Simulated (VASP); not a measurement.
## LiCl: vibrations by perturbation theory with PBE

Crystal: LiCl.

```
Li Cl
1.0
     0.00000    2.38525    2.38525
     2.38525    0.00000    2.38525
     2.38525    2.38525    0.00000
Li Cl
1 1
Cartesian
  0.0000 0.0000 0.0000
  2.3852 2.3852 2.3852
```

```
Program                : VASP 6.6.1
Task                   : vibrations by perturbation theory
Functional             : PBE
Potentials or basis    : VASP PAW PBE potentials, release 64 (Li_sv, Cl)
Cutoff                 : 520 eV
k mesh                 : 8 × 8 × 8
Occupations            : gaussian, width 0.01 eV
Spin                   : no spin polarisation
Dipole correction      : no
Further INCAR settings : ALGO = Normal; EDIFF = 1e-08; IBRION = 8; NSW = 1
```

```yaml
Electronic_dielectric_tensor_diagonal: 3.30
Born_charges_mean_of_the_diagonal: Li +1.14; Cl -1.14 e
Highest_phonon_frequency_at_Γ_LO-TO_splitting_left_out: 323 cm⁻¹
```

Phonon frequencies in cm⁻¹ (negative: imaginary):
```tsv
q point	frequencies
(0.000, 0.000, 0.000)	0 0 0 323 323 323
```

Electronic dielectric tensor:
```
3.30 0.00 0.00
0.00 3.30 0.00
0.00 0.00 3.30
```

Born effective charge tensors (e):
atom 1, Li
```
1.14 0.00 0.00
0.00 1.14 0.00
0.00 0.00 1.14
```
atom 2, Cl
```
-1.14  0.00  0.00
 0.00 -1.14  0.00
 0.00  0.00 -1.14
```

Run time: 7 min on 1 thread of Intel Xeon 8259CL, with other jobs on the host, peak memory 0.19 GiB.

Caveat: the cell stands under pressure or tension, which shifts response properties.
